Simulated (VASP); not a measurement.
# As (Pm-3m) in VASP: notebook

The runs below take As through single point, with LDA.

All numbers are computed with VASP 6.6.1; they aren't measurements. Logs are shortened: lines on timing, memory, paths and dates and some standing lists are left out, and cuts for length are marked.

## (1) The cell of the first run

The structure is cubic, space group Pm-3m (No. 221). Conventional cell: a = 2.563 Å, b = 2.563 Å, c = 2.563 Å, α = 90.00°, β = 90.00°, γ = 90.00°. As (site symmetry m-3m) has 6 As at 2.56 Å within 3.4 Å.

## (2) Single point, LDA (volume scaled by 0.88)

INCAR

```
SYSTEM = As
PREC = Accurate
ENCUT = 520
EDIFF = 1E-7
ISMEAR = -1
SIGMA = 0.1
LREAL = .False.
LASPH = .True.
NELM = 100
ALGO = Normal
ISIF = 2
LWAVE = .False.
LCHARG = .False.
NBANDS = 8
```

KPOINTS

```
regular mesh
0
Gamma
  13 13 13
  0 0 0
```

POSCAR

```
As
1.0
    2.5634898840      0.0000000000      0.0000000000
    0.0000000000      2.5634898840      0.0000000000
    0.0000000000      0.0000000000      2.5634898840
As
1
Direct
    0.0000000000      0.0000000000      0.0000000000
```

Potentials or basis: VASP PAW LDA potentials, release 64 (As).

Started as:

```sh
$ cat potpaw_LDA.64/As/POTCAR > POTCAR
$ mpirun -np 1 vasp_std > vasp.out
```

OUTCAR:

```text
SYSTEM = As
   PREC = Accurate
   ENCUT = 520
   EDIFF = 1E-7
   ISMEAR = -1
   LREAL = .False.
   LASPH = .True.
   NELM = 100
   ISIF = 2

 ion  position               nearest neighbor table
   1  0.000  0.000  0.000-

  LATTYP: Found a simple cubic cell.
 ALAT       =     2.5634898840

  Lattice vectors:

 A1 = (   2.5634898840,   0.0000000000,   0.0000000000)
 A2 = (   0.0000000000,   2.5634898840,   0.0000000000)
 A3 = (   0.0000000000,   0.0000000000,   2.5634898840)

Analysis of symmetry for initial positions (statically):
=====================================================================
 Subroutine PRICEL returns:
 Original cell was already a primitive cell.

 Routine SETGRP: Setting up the symmetry group for a
 simple cubic supercell.

 Subroutine GETGRP returns: Found 48 space group operations
 (whereof 48 operations were pure point group operations)
 out of a pool of 48 trial point group operations.

The static configuration has the point symmetry O_h .

Analysis of symmetry for dynamics (positions and initial velocities):
=====================================================================
 Subroutine PRICEL returns:
 Original cell was already a primitive cell.

 Routine SETGRP: Setting up the symmetry group for a
 simple cubic supercell.

 Subroutine GETGRP returns: Found 48 space group operations
 (whereof 48 operations were pure point group operations)
 out of a pool of 48 trial point group operations.

The dynamic configuration has the point symmetry O_h .

 Subroutine INISYM returns: Found 48 space group operations
 (whereof 48 operations are pure point group operations),
 and found     1 'primitive' translations

----------------------------------------------------------------------------------------

                                     Primitive cell

  volume of cell :      16.8459

  direct lattice vectors                    reciprocal lattice vectors
     2.563489884  0.000000000  0.000000000     0.390093211  0.000000000  0.000000000
     0.000000000  2.563489884  0.000000000     0.000000000  0.390093211  0.000000000
     0.000000000  0.000000000  2.563489884     0.000000000  0.000000000  0.390093211

  length of vectors
     2.563489884  2.563489884  2.563489884     0.390093211  0.390093211  0.390093211

  position of ions in fractional coordinates (direct lattice)
     0.000000000  0.000000000  0.000000000

  ion indices of the primitive-cell ions
   primitive index   ion index
                 1           1

----------------------------------------------------------------------------------------

 KPOINTS: regular mesh

Automatic generation of k-mesh.
 Grid dimensions read from file:
 generate k-points for:   13   13   13

 Generating k-lattice:

  Cartesian coordinates                     Fractional coordinates (reciprocal lattice)
     0.030007170  0.000000000  0.000000000     0.076923077  0.000000000  0.000000000
     0.000000000  0.030007170  0.000000000     0.000000000  0.076923077  0.000000000
     0.000000000  0.000000000  0.030007170     0.000000000  0.000000000  0.076923077

  Length of vectors
     0.030007170  0.030007170  0.030007170

  Shift w.r.t. Gamma in fractional coordinates (k-lattice)
     0.000000000  0.000000000  0.000000000

 Subroutine IBZKPT returns following result:
 ===========================================

 Found     84 irreducible k-points:

 Following reciprocal coordinates:
            Coordinates               Weight
  0.000000  0.000000  0.000000      1.000000
  0.076923  0.000000  0.000000      6.000000
  0.153846  0.000000  0.000000      6.000000
  0.230769  0.000000  0.000000      6.000000
  0.307692  0.000000  0.000000      6.000000
  0.384615  0.000000  0.000000      6.000000
[... 16 lines left out ...]
  0.307692  0.307692  0.000000     12.000000
  0.384615  0.307692  0.000000     24.000000
 [... further k-points ...]
   k-points           NKPTS =     84   k-points in BZ     NKDIM =     84   number of bands    NBANDS=      8
   number of dos      NEDOS =    301   number of ions     NIONS =      1
   total plane-waves  NPLWV =   8000
   dimension x,y,z NGX =    20 NGY =   20 NGZ =   20
   dimension x,y,z NGXF=    40 NGYF=   40 NGZF=   40
   ions per type =               1
   NGX,Y,Z   is equivalent  to a cutoff of  12.97, 12.97, 12.97 a.u.
   NGXF,Y,Z  is equivalent  to a cutoff of  25.94, 25.94, 25.94 a.u.
 SYSTEM =  As
   PREC   = accura    normal or accurate (medium, high low for compatibility)
   ISTART =      0    job   : 0-new  1-cont  2-samecut
   ICHARG =      2    charge: 1-file 2-atom 10-const
   ISPIN  =      1    spin polarized calculation?
   LNONCOLLINEAR =      F non collinear calculations
   LSORBIT =      F    spin-orbit coupling
   LASPH  =      T    aspherical Exc in radial PAW
   ENCUT  =  520.0 eV  38.22 Ry    6.18 a.u.   4.77  4.77  4.77*2*pi/ulx,y,z
   NELM   =    100;   NELMIN=  2; NELMDL= -5     # of ELM steps
   EDIFF  = 0.1E-06   stopping-criterion for ELM
   LREAL  =      F    real-space projection
   EDIFFG = 0.1E-05   stopping-criterion for IOM
   NSW    =      0    number of steps for IOM
   IBRION =     -1    ionic relax: 0-MD 1-quasi-New 2-CG
   NFREE  =      0    steps in history (QN), initial steepest desc. (CG)
   ISIF   =      2    stress and relaxation
   ISYM   =      2    0-nonsym 1-usesym 2-fastsym
   POTIM  = 0.5000    time-step for ionic-motion
   TEBEG  =    0.0;   TEEND  =   0.0 temperature during run
   PSTRESS=    0.0 pullay stress
   NELECT =       5.0000    total number of electrons
   NUPDOWN=      -1.0000    fix difference up-down
   EMIN   =  10.00;   EMAX   =-10.00  energy-range for DOS
   EFERMI =   0.00;   METHOD = LEGACY
   ISMEAR =    -1;   SIGMA  =   0.10  broadening in eV -4-tet -1-fermi 0-gaus
   EFERMI_NEDOS =   21; number of points for ismear=-14 and -15
   IALGO  =     38    algorithm
   IMIX   =      4    mixing-type and parameters
     AMIX     =   0.40;   BMIX     =  1.00
     AMIX_MAG =   1.60;   BMIX_MAG =  1.00
  volume/ion in A,a.u.               =      16.85       113.68
  Fermi-wavevector in a.u.,A,eV,Ry     =   1.092027  2.063631 16.225249  1.192522
  Thomas-Fermi vector in A             =   2.228284
   LORBIT       =      0    0 simple, 1 ext, 2 COOP (PROOUT), +10 PAW based schemes
   GGA     = CA    functional components
   LHFCALC =     F    Hartree Fock is set to
   AEXX    =    0.0000 exact exchange contribution
   IVDW    =     0    specifies the selected vdW correction
   LEPSILON=     F    determine dielectric tensor
   LRPA    =     F    only Hartree local field effects (RPA)
 non-spin polarized calculation
  energy-cutoff  :      520.00
  volume of cell :       16.85
 maximum number of plane-waves:       466
 NGX is ok and might be reduce to    20
   NGX =  9   NGY =  9   NGZ =  9

 number of electron       5.0000001 magnetization

 Free energy of the ion-electron system (eV)
  ---------------------------------------------------
  ext. energy  EPLUGINS =         0.00000000
  ---------------------------------------------------
  free energy    TOTEN  =        -5.23023483 eV

  energy without entropy =       -5.22128815  energy(sigma->0) =       -5.22576149

 E-fermi :   8.0806     XC(G=0): -11.2791

 val. band max:        7.9925173584   @ k =   0.3077   0.2308   0.2308
 cond. band min:       8.2230543888   @ k =   0.3077   0.3077   0.3077
 fundamental gap:      0.2305370304
 Fermi energy:         8.0806168275

 k-point     1 :       0.0000    0.0000    0.0000
  band No.  band energies     occupation
      1      -8.6025      2.00000
      2      12.6951      0.00000
      3      12.6951      0.00000
      4      12.6951      0.00000
      5      16.7023      0.00000
      6      16.7023      0.00000
      7      19.8545      0.00000
      8      34.9944      0.00000

 k-point     2 :       0.0769    0.0000    0.0000
  band No.  band energies     occupation
      1      -8.4760      2.00000
      2      11.0230      0.00000
      3      12.8115      0.00000
      4      12.8115      0.00000
      5      16.8113      0.00000
      6      17.9516      0.00000
      7      20.5832      0.00000
      8      33.2012      0.00000

 k-point     3 :       0.1538    0.0000    0.0000
  band No.  band energies     occupation
      1      -8.0989      2.00000
      2       8.3268      0.15718
      3      13.1526      0.00000
      4      13.1526      0.00000
      5      17.1347      0.00000
      6      19.0152      0.00000
      7      23.0979      0.00000
      8      30.6624      0.00000

 k-point     4 :       0.2308    0.0000    0.0000
  band No.  band energies     occupation
      1      -7.4804      2.00000
      2       5.6785      2.00000
      3      13.6910      0.00000
      4      13.6910      0.00000
      5      17.6589      0.00000
      6      19.7636      0.00000
      7      26.2114      0.00000
      8      28.2878      0.00000

 k-point     5 :       0.3077    0.0000    0.0000
  band No.  band energies     occupation
      1      -6.6465      2.00000
      2       3.2705      2.00000
      3      14.3667      0.00000
      4      14.3667      0.00000
      5      18.3490      0.00000
      6      20.6209      0.00000
      7      26.2184      0.00000
      8      26.2184      0.00000
[... 177 lines left out ...]
 k-point    22 :       0.4615    0.2308    0.0000
  band No.  band energies     occupation
      1      -3.7180      2.00000
      2       0.9139      2.00000
      3       8.9651      0.00029
      4      15.1386      0.00000
      5      16.5118      0.00000
      6      22.7350      0.00000
      7      24.6126      0.00000
      8      25.3885      0.00000

 k-point    23 :       0.3077    0.3077    0.0000
  band No.  band energies     occupation
      1      -4.6873      2.00000
      2       4.6341      2.00000
      3       5.5822      2.00000
      4      15.7654      0.00000
      5      16.0230      0.00000
      6      21.6667      0.00000
      7      27.5938      0.00000
      8      28.0694      0.00000

 k-point    24 :       0.3846    0.3077    0.0000
  band No.  band energies     occupation
      1      -3.7082      2.00000
      2       2.9967      2.00000
      3       5.9951      2.00000
      4      13.9841      0.00000
      5      16.7024      0.00000
      6      22.6475      0.00000
      7      26.2193      0.00000
      8      27.6365      0.00000

 [... further k-points ...]
[... 5 lines left out ...]
  --------------------------------------------------------------------------------------
  -------------------------------------------------------------------------------------
  Total        1.7581883      1.7581883      1.7581883     -0.0000000      0.0000000     -0.0000000
  in kB      167.2172727    167.2172727    167.2172727     -0.0000000      0.0000000     -0.0000000
  external PRESSURE =     167.2172727 kB  Pullay stress =       0.0000000 kB

 VOLUME and BASIS-vectors are now :
 -----------------------------------------------------------------------------
  energy-cutoff  :      520.00
  volume of cell :       16.85
      direct lattice vectors                 reciprocal lattice vectors
     2.563489884  0.000000000  0.000000000     0.390093211  0.000000000  0.000000000
     0.000000000  2.563489884  0.000000000     0.000000000  0.390093211  0.000000000
     0.000000000  0.000000000  2.563489884     0.000000000  0.000000000  0.390093211

 POSITION                                       TOTAL-FORCE (eV/Angst)
 -----------------------------------------------------------------------------------
      0.00000      0.00000      0.00000         0.000000      0.000000      0.000000
 -----------------------------------------------------------------------------------
    total drift:                               -0.000000     -0.000000      0.000000

  FREE ENERGIE OF THE ION-ELECTRON SYSTEM (eV)
  ---------------------------------------------------
  free  energy   TOTEN  =        -5.2302348279 eV

  energy  without entropy=       -5.2212881512  energy(sigma->0) =       -5.22576149
```

Run time: 15 s. Hardware: 1 thread of AMD EPYC 7R13, shared host; peak memory 0.09 GiB.

Results:

| Item | Value |
| --- | --- |
| Free energy | -5.2302 eV |
| Pressure | 16.7 GPa |

## (3) Single point, LDA (volume scaled by 0.92)

INCAR

```
SYSTEM = As
PREC = Accurate ; ENCUT = 520
EDIFF = 1E-7 ; ISMEAR = -1
SIGMA = 0.1 ; LREAL = .FALSE.
LASPH = .TRUE. ; NELM = 80
ALGO = Normal ; ISIF = 2
LWAVE = .FALSE. ; LCHARG = .FALSE.
NBANDS = 8
```

KPOINTS

```
regular mesh
0
G
  13 13 13
  0 0 0
```

POSCAR

```
As
1.0
    2.6017565687      0.0000000000      0.0000000000
    0.0000000000      2.6017565687      0.0000000000
    0.0000000000      0.0000000000      2.6017565687
As
1
Direct
    0.0000000000      0.0000000000      0.0000000000
```

Potentials or basis: VASP PAW LDA potentials, release 64 (As).

Started as:

```sh
$ cat potpaw_LDA.64/As/POTCAR > POTCAR
$ mpirun -np 1 vasp_std > vasp.out
```

It took 16 s on 1 thread of AMD EPYC 7R13, shared host; peak memory 0.09 GiB.

It converged, with:

| Quantity | Value |
| --- | --- |
| Free energy | -5.2939 eV |
| Pressure | 10.1 GPa |

Levels at points of the mesh, in eV from the Fermi level:
| k point | band 1 | band 2 | band 3 | band 4 | band 5 | band 6 | band 7 |
| --- | --- | --- | --- | --- | --- | --- | --- |
| (0.00, 0.00, 0.00) | -16.19 | 4.46 | 4.46 | 4.46 | 8.60 | 8.60 | 11.37 |

[end of part 1 of 2]
